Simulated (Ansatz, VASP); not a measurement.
**One calculation of TiB3, two programs**

```xyz
4
Lattice="3.1578 0.0000 0.0000 0.0000 3.1578 0.0000 0.0000 0.0000 3.1578" Properties=species:S:1:pos:R:3 pbc="T T T"
Ti    0.0000    0.0000    0.0000
B     1.5789    1.5789    0.0000
B     1.5789    0.0000    1.5789
B     0.0000    1.5789    1.5789
```

Alike in both runs: functional PBEsol; k mesh 14 × 14 × 14; occupations gaussian, width 0.1 eV; no spin polarisation.

Ansatz relaxed the structure, and its values are those at the end. VASP's run is a single point on that final structure, the one shown.

|  | VASP | Ansatz |
| --- | --- | --- |
| version | VASP 6.6.1 | Ansatz 0.2.0 |
| potentials or method | VASP PAW PBE potentials, release 64 (Ti_sv, B), cutoff 520 eV | scalar-relativistic, plane waves, PAW |
| valence electrons in the cell | 21 | 21 |

Ansatz gave:

| Item | Value |
| --- | --- |
| gap on the k mesh at the Fermi level (eV) | none |
| pressure (GPa) | 0.0 |

Question: Estimate VASP's values.

Answer: gap on the k mesh at the Fermi level (eV): none; pressure (GPa): 0.1.

VASP's potentials were made for PBE, not for PBEsol. A gap of «none» marks a metal or a gap that the smearing closes. The functional is the same, so the differences come from potentials, cutoffs and numerics.
